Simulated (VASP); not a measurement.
Wanted: the native input for a VASP 6.6.1 run.

```yaml
Task: single point
Functional: PBE
Potentials_or_basis: VASP PAW PBE potentials, release 64 (B, N)
Cutoff: 520 eV
k_mesh: 12 × 12 × 12
Occupations: gaussian, width 0.05 eV
Spin: no spin polarisation
Dipole_correction: no
Further_INCAR_settings: ALGO = Normal; EDIFF = 1e-07; NBANDS = 11
```

The structure of BN lies in POSCAR:

```
BN
1.0
    0.0000000000      1.8123485119      1.8123485119
    1.8123485119      0.0000000000      1.8123485119
    1.8123485119      1.8123485119      0.0000000000
B N
1 1
Direct
    0.0206913846      0.0206913846     -0.0206913846
    0.7500000000      0.7500000000      0.7500000000
```

This cell differs from its parent crystal: all B atoms moved +0.075 Å, as atom 1 along Cartesian [0 0 1].

These files were run (other wordings do the same):

INCAR

```
SYSTEM = BN
PREC = Accurate
ENCUT = 520
EDIFF = 1E-7
ISMEAR = 0
SIGMA = 0.05
LREAL = .FALSE.
LASPH = .TRUE.
NELM = 80
ALGO = Normal
ISIF = 2
LWAVE = .FALSE.
LCHARG = .FALSE.
GGA = PE
NBANDS = 11
```

KPOINTS

```
Automatic mesh
0
G
  12 12 12
  0 0 0
```

Potentials or basis: VASP PAW PBE potentials, release 64 (B, N).

The run is started by

```console
$ cat potpaw_PBE.64/B/POTCAR potpaw_PBE.64/N/POTCAR > POTCAR
$ mpirun -np 1 vasp_std > vasp.out
```

It gave:

| Quantity | Value |
| --- | --- |
| Pressure | 1.8 GPa |
| Largest force | 1.761 eV/Å |
| Band gap on the k mesh | 3.78 eV, indirect (least direct gap 7.73 eV) |

Caveat: the cell differs from its parent crystal (all B atoms moved +0.075 Å, as atom 1 along Cartesian [0 0 1]); forces of over 1 eV/Å act on the atoms, so gaps and moduli don't describe the material at rest.

Wall time 23 s on 1 thread of AMD EPYC 9R45 96-Core Processor (Zen 5), on a shared host, peak memory 0.11 GiB.
